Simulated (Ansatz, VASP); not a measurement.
# Ca: VASP beside Ansatz

File INCAR:

```
SYSTEM = Ca
PREC = Accurate ; ENCUT = 520
EDIFF = 1E-7 ; ISMEAR = 0
SIGMA = 0.15 ; LREAL = .FALSE.
LASPH = .TRUE. ; NELM = 100
ALGO = Normal ; ISIF = 2
LWAVE = .FALSE. ; LCHARG = .FALSE.
GGA = PS ; NBANDS = 11
```

Contents of KPOINTS:

```
regular mesh
0
G
  14 14 14
  0 0 0
```

POSCAR

```
Ca
1.0
    0.0000000000      2.7942000000      2.7942000000
    3.0037650000      0.0000000000      2.7942000000
    3.0037650000      2.7942000000      0.0000000000
Ca
1
Direct
    0.0000000000      0.0000000000      0.0000000000
```

Input for Ansatz:

```yaml
crystal:
  lattice:
    - [0.0, 2.7942, 2.7942]
    - [3.003765, 0.0, 2.7942]
    - [3.003765, 2.7942, 0.0]
  atoms:
    - { symbol: Ca, position: [0.0, 0.0, 0.0] }
basis:
  ecutwfc: 420
kpoints:
  mp_grid: { grid: [14, 14, 14] }
hamiltonian:
  xc: pbesol
scf:
  occupations: { method: gaussian, width: 0.15 }
output:
  forces: true
  stress: true
  eigenvalues: true
```

Change from the starting cell: strain +0.0750 x Voigt [1, 0, 0, 0, 0, 0], atoms carried along.

Alike in both runs: task single point; functional PBEsol; k mesh 14 × 14 × 14; occupations gaussian, width 0.15 eV; no spin polarisation.

```csv
,VASP,Ansatz
version,VASP 6.6.1,Ansatz 0.2.0
potentials or method,"VASP PAW PBE potentials, release 64 (Ca_sv), cutoff 520 eV","scalar-relativistic, plane waves, PAW"
valence electrons in the cell,10,10
```

```tsv
	VASP	Ansatz	Ansatz less VASP
gap on the k mesh at the Fermi level (eV)	none	none	-
pressure (GPa)	-2.0	-2.1	0.00
traceless stress, the component that is largest in VASP (GPa)	-0.48	-0.48	0.000
```

VASP's potentials were made for PBE, not for PBEsol. A gap of «none» marks a metal or a gap that the smearing closes. The functional is the same, so the differences come from potentials, cutoffs and numerics.
